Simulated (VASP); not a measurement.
# WSe (F-43m) in VASP: further runs

Runs on WSe. Level: PBE. Tasks: single point.

All numbers are computed with VASP 6.6.1; they aren't measurements. Logs are shortened: lines on timing, memory, paths and dates and some standing lists are left out, and cuts for length are marked.

## Step 1: The cell of the first run

The structure is cubic, space group F-43m (No. 216). The conventional cell has a = 5.678 Å, b = 5.678 Å, c = 5.678 Å, α = 90.00°, β = 90.00°, γ = 90.00°. W (site symmetry -43m) has 4 Se at 2.46 Å within 3.2 Å. Se (site symmetry -43m) has 4 W at 2.46 Å within 3.2 Å.

## Step 2: Single point, PBE, collinear spin

File INCAR:

```
PREC = Accurate
ENCUT = 520
EDIFF = 1E-7
ISMEAR = 0
SIGMA = 0.1
LREAL = False
LASPH = True
NELM = 150
ALGO = Normal
ISIF = 2
LWAVE = False
LCHARG = False
ISPIN = 2
MAGMOM = 1 0
LORBIT = 11
LMAXMIX = 4
GGA = PE
NBANDS = 21
```

File KPOINTS:

```
Automatic mesh
0
Gamma
  12 12 12
```

File POSCAR:

```
WSe
1.0
    0.0000000000      2.8388664208      2.8388664208
    2.8388664208      0.0000000000      2.8388664208
    2.8388664208      2.8388664208      0.0000000000
W Se
1 1
Direct
    0.0000000000      0.0000000000      0.0000000000
    0.2500000000      0.2500000000      0.2500000000
```

Potentials or basis: VASP PAW PBE potentials, release 64 (W_sv, Se).

Started as:

```bash
$ cat potpaw_PBE.64/W_sv/POTCAR potpaw_PBE.64/Se/POTCAR > POTCAR
$ mpirun -np 1 vasp_std > vasp.out
```

OUTCAR:

```text
PREC = Accurate
   ENCUT = 520
   EDIFF = 1E-7
   ISMEAR = 0
   LREAL = False
   LASPH = True
   NELM = 150
   ISIF = 2
   ISPIN = 2
   LORBIT = 11
   GGA = PE

 ion  position               nearest neighbor table
   1  0.000  0.000  0.000-   2 2.46   2 2.46   2 2.46   2 2.46
   2  0.250  0.250  0.250-   1 2.46   1 2.46   1 2.46   1 2.46

  LATTYP: Found a face centered cubic cell.
 ALAT       =     5.6777328416

  Lattice vectors:

 A1 = (   0.0000000000,   2.8388664208,   2.8388664208)
 A2 = (   2.8388664208,   0.0000000000,   2.8388664208)
 A3 = (   2.8388664208,   2.8388664208,   0.0000000000)

Analysis of symmetry for initial positions (statically):
=====================================================================
 Subroutine PRICEL returns:
 Original cell was already a primitive cell.

 Routine SETGRP: Setting up the symmetry group for a
 face centered cubic supercell.

 Subroutine GETGRP returns: Found 24 space group operations
 (whereof 24 operations were pure point group operations)
 out of a pool of 48 trial point group operations.

The static configuration has the point symmetry T_d .

Analysis of symmetry for dynamics (positions and initial velocities):
=====================================================================
 Subroutine PRICEL returns:
 Original cell was already a primitive cell.

 Routine SETGRP: Setting up the symmetry group for a
 face centered cubic supercell.

 Subroutine GETGRP returns: Found 24 space group operations
 (whereof 24 operations were pure point group operations)
 out of a pool of 48 trial point group operations.

The dynamic configuration has the point symmetry T_d .

Analysis of structural, dynamic, and magnetic symmetry:
=====================================================================
 Subroutine PRICEL returns:
 Original cell was already a primitive cell.

 Routine SETGRP: Setting up the symmetry group for a
 face centered cubic supercell.

 Subroutine GETGRP returns: Found 24 space group operations
 (whereof 24 operations were pure point group operations)
 out of a pool of 48 trial point group operations.

The overall configuration has the point symmetry T_d .

 Subroutine INISYM returns: Found 24 space group operations
 (whereof 24 operations are pure point group operations),
 and found     1 'primitive' translations

----------------------------------------------------------------------------------------

                                     Primitive cell

  volume of cell :      45.7578

  direct lattice vectors                    reciprocal lattice vectors
     0.000000000  2.838866421  2.838866421    -0.176126639  0.176126639  0.176126639
     2.838866421  0.000000000  2.838866421     0.176126639 -0.176126639  0.176126639
     2.838866421  2.838866421  0.000000000     0.176126639  0.176126639 -0.176126639

  length of vectors
     4.014763394  4.014763394  4.014763394     0.305060287  0.305060287  0.305060287

  position of ions in fractional coordinates (direct lattice)
     0.000000000  0.000000000  0.000000000
     0.250000000  0.250000000  0.250000000

  ion indices of the primitive-cell ions
   primitive index   ion index
                 1           1
                 2           2

----------------------------------------------------------------------------------------

 KPOINTS: Automatic mesh

Automatic generation of k-mesh.
 Grid dimensions read from file:
 generate k-points for:   12   12   12

 Generating k-lattice:

  Cartesian coordinates                     Fractional coordinates (reciprocal lattice)
    -0.014677220  0.014677220  0.014677220     0.083333333  0.000000000  0.000000000
     0.014677220 -0.014677220  0.014677220     0.000000000  0.083333333  0.000000000
     0.014677220  0.014677220 -0.014677220     0.000000000  0.000000000  0.083333333

  Length of vectors
     0.025421691  0.025421691  0.025421691

  Shift w.r.t. Gamma in fractional coordinates (k-lattice)
     0.000000000  0.000000000  0.000000000

 Subroutine IBZKPT returns following result:
 ===========================================

 Found     72 irreducible k-points:

 Following reciprocal coordinates:
            Coordinates               Weight
  0.000000  0.000000  0.000000      1.000000
  0.083333  0.000000  0.000000      8.000000
  0.166667  0.000000  0.000000      8.000000
  0.250000  0.000000  0.000000      8.000000
  0.333333  0.000000  0.000000      8.000000
  0.416667  0.000000  0.000000      8.000000
[... 16 lines left out ...]
  0.500000  0.166667  0.000000     24.000000
 -0.416667  0.166667  0.000000     24.000000
 [... further k-points ...]
   k-points           NKPTS =     72   k-points in BZ     NKDIM =     72   number of bands    NBANDS=     21
   number of dos      NEDOS =    301   number of ions     NIONS =      2
   total plane-waves  NPLWV =  27000
   dimension x,y,z NGX =    30 NGY =   30 NGZ =   30
   dimension x,y,z NGXF=    60 NGYF=   60 NGZF=   60
   ions per type =               1   1
   NGX,Y,Z   is equivalent  to a cutoff of  12.42, 12.42, 12.42 a.u.
   NGXF,Y,Z  is equivalent  to a cutoff of  24.85, 24.85, 24.85 a.u.
 SYSTEM =  unknown system
   PREC   = accura    normal or accurate (medium, high low for compatibility)
   ISTART =      0    job   : 0-new  1-cont  2-samecut
   ICHARG =      2    charge: 1-file 2-atom 10-const
   ISPIN  =      2    spin polarized calculation?
   LNONCOLLINEAR =      F non collinear calculations
   LSORBIT =      F    spin-orbit coupling
   LASPH  =      T    aspherical Exc in radial PAW
   ENCUT  =  520.0 eV  38.22 Ry    6.18 a.u.   7.46  7.46  7.46*2*pi/ulx,y,z
   NELM   =    150;   NELMIN=  2; NELMDL= -5     # of ELM steps
   EDIFF  = 0.1E-06   stopping-criterion for ELM
   LREAL  =      F    real-space projection
   EDIFFG = 0.1E-05   stopping-criterion for IOM
   NSW    =      0    number of steps for IOM
   IBRION =     -1    ionic relax: 0-MD 1-quasi-New 2-CG
   NFREE  =      0    steps in history (QN), initial steepest desc. (CG)
   ISIF   =      2    stress and relaxation
   ISYM   =      2    0-nonsym 1-usesym 2-fastsym
   POTIM  = 0.5000    time-step for ionic-motion
   TEBEG  =    0.0;   TEEND  =   0.0 temperature during run
   PSTRESS=    0.0 pullay stress
   NELECT =      20.0000    total number of electrons
   NUPDOWN=      -1.0000    fix difference up-down
   EMIN   =  10.00;   EMAX   =-10.00  energy-range for DOS
   EFERMI =   0.00;   METHOD = LEGACY
   ISMEAR =     0;   SIGMA  =   0.10  broadening in eV -4-tet -1-fermi 0-gaus
   EFERMI_NEDOS =   21; number of points for ismear=-14 and -15
   IALGO  =     38    algorithm
   IMIX   =      4    mixing-type and parameters
     AMIX     =   0.40;   BMIX     =  1.00
     AMIX_MAG =   1.60;   BMIX_MAG =  1.00
  volume/ion in A,a.u.               =      22.88       154.39
  Fermi-wavevector in a.u.,A,eV,Ry     =   1.242405  2.347805 21.001549  1.543570
  Thomas-Fermi vector in A             =   2.376761
   LORBIT       =     11    0 simple, 1 ext, 2 COOP (PROOUT), +10 PAW based schemes
   GGA     = PE    functional components
   LHFCALC =     F    Hartree Fock is set to
   AEXX    =    0.0000 exact exchange contribution
   IVDW    =     0    specifies the selected vdW correction
   LEPSILON=     F    determine dielectric tensor
   LRPA    =     F    only Hartree local field effects (RPA)
 spin polarized calculation
 Gauss-broadening in eV      SIGMA  =   0.10
  energy-cutoff  :      520.00
  volume of cell :       45.76
 maximum number of plane-waves:      1258
 NGX is ok and might be reduce to    30
   NGX = 15   NGY = 15   NGZ = 15

 number of electron      20.0000000 magnetization       1.2833076

 Free energy of the ion-electron system (eV)
  ---------------------------------------------------
  ext. energy  EPLUGINS =         0.00000000
  ---------------------------------------------------
  free energy    TOTEN  =       -14.43330713 eV

  energy without entropy =      -14.42209039  energy(sigma->0) =      -14.42769876

 E-fermi :   6.0239     XC(G=0): -10.4187

 val. band max:        6.0204141584   @ k =   0.4167   0.2500   0.0000
 cond. band min:       6.0314624374   @ k =   0.5000   0.4167   0.0000
 fundamental gap:      0.0110482789
 Fermi energy:         6.0238806220

 spin component 1

 k-point     1 :       0.0000    0.0000    0.0000
  band No.  band energies     occupation
      1     -68.2102      1.00000
      2     -32.5595      1.00000
      3     -32.5595      1.00000
      4     -32.5595      1.00000
      5      -9.2976      1.00000
      6       0.6900      1.00000
[... 13 lines left out ...]
     20      19.0556      0.00000
     21      19.0556      0.00000
[... 529 lines left out ...]
 k-point    24 :      -0.4167    0.1667    0.0000
  band No.  band energies     occupation
      1     -68.2092      1.00000
      2     -32.5996      1.00000
      3     -32.5731      1.00000
      4     -32.5676      1.00000
      5      -8.4392      1.00000
      6      -0.1902      1.00000
[... 13 lines left out ...]
     20      19.0578      0.00000
     21      21.5409      0.00000

 [... further k-points ...]

 spin component 2

 k-point     1 :       0.0000    0.0000    0.0000
  band No.  band energies     occupation
      1     -67.7550      1.00000
      2     -31.9433      1.00000
      3     -31.9433      1.00000
      4     -31.9433      1.00000
      5      -9.2203      1.00000
      6       0.9232      1.00000
[... 13 lines left out ...]
     20      19.2904      0.00000
     21      19.2904      0.00000
[... 529 lines left out ...]
 k-point    24 :      -0.4167    0.1667    0.0000
  band No.  band energies     occupation
      1     -67.7540      1.00000
      2     -31.9844      1.00000
      3     -31.9572      1.00000
      4     -31.9515      1.00000
      5      -8.4032      1.00000
      6       0.0417      1.00000
[... 13 lines left out ...]
     20      19.3817      0.00000
     21      21.8453      0.00000

 [... further k-points ...]

------------------------ aborting loop because EDIFF is reached ----------------------------------------

  FORCE on cell =-STRESS in cart. coord.  units (eV):
  Direction    XX          YY          ZZ          XY          YZ          ZX
  --------------------------------------------------------------------------------------
  -------------------------------------------------------------------------------------
  Total        0.0675677      0.0675677      0.0675677      0.0000000      0.0000000      0.0000000
  in kB        2.3658386      2.3658386      2.3658386      0.0000000      0.0000000      0.0000000
  external PRESSURE =       2.3658386 kB  Pullay stress =       0.0000000 kB

 VOLUME and BASIS-vectors are now :
 -----------------------------------------------------------------------------
  energy-cutoff  :      520.00
  volume of cell :       45.76
      direct lattice vectors                 reciprocal lattice vectors
     0.000000000  2.838866421  2.838866421    -0.176126639  0.176126639  0.176126639
     2.838866421  0.000000000  2.838866421     0.176126639 -0.176126639  0.176126639
     2.838866421  2.838866421  0.000000000     0.176126639  0.176126639 -0.176126639

 POSITION                                       TOTAL-FORCE (eV/Angst)
 -----------------------------------------------------------------------------------
      0.00000      0.00000      0.00000        -0.000000     -0.000000     -0.000000
      1.41943      1.41943      1.41943         0.000000      0.000000      0.000000
 -----------------------------------------------------------------------------------
    total drift:                                0.000000      0.000000      0.000000

  FREE ENERGIE OF THE ION-ELECTRON SYSTEM (eV)
  ---------------------------------------------------
  free  energy   TOTEN  =       -14.4333071265 eV

  energy  without entropy=      -14.4220903866  energy(sigma->0) =      -14.42769876

 total charge

# of ion       s       p       d       tot
------------------------------------------
    1        2.312   6.162   3.529  12.003
    2        1.416   2.420   0.157   3.993
--------------------------------------------------
tot          3.728   8.583   3.685  15.996

 magnetization (x)

# of ion       s       p       d       tot
------------------------------------------
    1        0.036   0.015   0.975   1.026
    2       -0.006  -0.035   0.030  -0.012
--------------------------------------------------
tot          0.030  -0.020   1.004   1.014
```

Run time: 71 s. Hardware: 1 thread of Intel Xeon 6975P-C (Granite Rapids), shared host; peak memory 0.26 GiB.

What came out:

* Free energy: -14.4333 eV
* Pressure: 0.2 GPa
* Net moment: 1.28 μB per cell
* Site moments: W +1.03; Se -0.01 μB
* Valence electrons inside the program's atomic spheres: W 12.00; Se 3.99

Caveat: spin-orbit coupling is left out, which moves the levels of the heavy elements.

## Step 3: Single point, PBE, collinear spin

This run uses another cell than the first one, of 22.95 Å³/atom.

File INCAR:

```
SYSTEM = WSe
ALGO = Normal ; EDIFF = 1E-6
ENCUT = 520 ; GGA = PE
ISIF = 2 ; ISMEAR = 0
ISPIN = 2 ; LASPH = .True.
LCHARG = .False. ; LMAXMIX = 4
LORBIT = 11 ; LREAL = .False.
LWAVE = .False. ; MAGMOM = 0.18 0
NBANDS = 21 ; NELM = 150
PREC = Accurate ; SIGMA = 0.1
```

File KPOINTS:

```
k-points
0
Gamma
  6 6 6
  0 0 0
```

File POSCAR:

```
WSe
1.0
    0.0000000000      2.8418115899      2.8418115899
    2.8418115899      0.0000000000      2.8418115899
    2.8418115899      2.8418115899      0.0000000000
W Se
1 1
Direct
    0.0000000000      0.0000000000      0.0000000000
    0.2500000000      0.2500000000      0.2500000000
```

Potentials or basis: VASP PAW PBE potentials, release 64 (W_sv, Se).

Started as:

```bash
$ cat potpaw_PBE.64/W_sv/POTCAR potpaw_PBE.64/Se/POTCAR > POTCAR
$ mpirun -np 1 vasp_std > vasp.out
```

Run time: 74 s. Hardware: 1 thread of Intel Xeon Platinum 8259CL at 2.50GHz (Skylake/Cascade Lake), shared host; peak memory 0.2 GiB.

Results (log left out):

* Free energy: -14.4103 eV
* Pressure: -1.8 GPa
* Band gap on the k mesh: zero (filled and empty bands overlap)
* Net moment: 0.00 μB per cell
* Valence electrons inside the program's atomic spheres: W 11.99; Se 3.99

Levels at points of the mesh, in eV from the Fermi level:
Spin up:
| k point | band 8 | band 9 | band 10 | band 11 | band 12 | band 13 |
| --- | --- | --- | --- | --- | --- | --- |
| (0.00, 0.00, 0.00) | -5.13 | -0.43 | -0.43 | 0.47 | 4.62 | 4.62 |
| (0.50, 0.00, 0.00) | -4.75 | -0.12 | -0.05 | -0.05 | 2.35 | 2.35 |
| (0.50, 0.50, 0.00) | -4.10 | -1.60 | -0.42 | 0.50 | 0.93 | 0.93 |
Spin down:
| k point | band 7 | band 8 | band 9 | band 10 | band 11 | band 12 | band 13 | band 14 |
| --- | --- | --- | --- | --- | --- | --- | --- | --- |
| (0.00, 0.00, 0.00) | -5.13 | -5.13 | -0.43 | -0.43 | 0.47 | 4.62 | 4.62 | 4.62 |
| (0.50, 0.00, 0.00) | -4.75 | -4.75 | -0.12 | -0.05 | -0.05 | 2.35 | 2.35 | 3.13 |
| (0.50, 0.50, 0.00) | -4.10 | -4.10 | -1.60 | -0.42 | 0.50 | 0.93 | 0.93 | 6.37 |

Caveat: spin-orbit coupling is left out, which moves the levels of the heavy elements.

## Step 4: Single point, PBE

This run uses another cell than the first one, of 21.05 Å³/atom.

File INCAR:

```
ALGO = Normal
EDIFF = 1E-7
ENCUT = 520
GGA = PE
ISIF = 2
ISMEAR = 0
LASPH = T
LCHARG = F
LREAL = F
LWAVE = F
NBANDS = 17
NELM = 100
PREC = Accurate
SIGMA = 0.1
```

File KPOINTS:

```
k-points
0
Gamma
  12 12 12
```

File POSCAR:

```
WSe
1.0
    0.0000000000      2.7610497160      2.7610497160
    2.7610497160      0.0000000000      2.7610497160
    2.7610497160      2.7610497160      0.0000000000
W Se
1 1
Direct
    0.0000000000      0.0000000000      0.0000000000
    0.2500000000      0.2500000000      0.2500000000
```

Started as:

```bash
$ cat potpaw_PBE.64/W_sv/POTCAR potpaw_PBE.64/Se/POTCAR > POTCAR
$ mpirun -np 1 vasp_std > vasp.out
```

Run time: 55 s. Hardware: 1 thread of Intel Xeon Platinum 8259CL at 2.50GHz (Skylake/Cascade Lake), shared host; peak memory 0.2 GiB.

The run converged. Its results:

```yaml
Free_energy: -14.3186 eV
Pressure: 10.3 GPa
Band_gap_on_the_k_mesh: zero (bands 10 and 11 overlap by 0.44 eV)
```

Levels at points of the mesh, in eV from the Fermi level:
```tsv
k point	band 6	band 7	band 8	band 9	band 10	band 11	band 12	band 13	band 14	band 15
(0.00, 0.00, 0.00)	-5.55	-5.55	-5.55	-0.58	-0.58	0.69	5.02	5.02	5.02	7.70
(0.50, 0.00, 0.00)	-6.59	-5.11	-5.11	-0.19	-0.13	-0.13	2.52	2.52	3.33	8.80
(0.50, 0.50, 0.00)	-7.16	-4.30	-4.30	-1.94	-0.46	0.50	0.95	0.95	7.11	7.85
```

Caveat: the cell stands under pressure; spin-orbit coupling is left out, which moves the levels of the heavy elements.

## Step 5: The runs side by side

| spin | cell | k mesh | gap on the mesh (eV) | pressure (GPa) | moment (μB) |
| --- | --- | --- | --- | --- | --- |
| collinear | a = 4.015 Å, angles 60.0°, 2 atoms | 12 × 12 × 12 | none | 0.2 | 1.28 |
| collinear | a = 4.019 Å, angles 60.0°, 2 atoms | 6 × 6 × 6 | none | -1.8 | 0.00 |
| off | a = 3.905 Å, angles 60.0°, 2 atoms | 12 × 12 × 12 | none | 10.3 | - |

Alike in all rows: task single point; level PBE; potentials or basis VASP PAW PBE potentials, release 64 (W_sv, Se); cutoff (eV) 520; smearing gaussian 0.1 eV.

Caveats: spin-orbit coupling is left out, which moves the levels of the heavy elements; the cell stands under pressure (at least some runs).

Absolute energies hang on the potentials; compare differences alone.
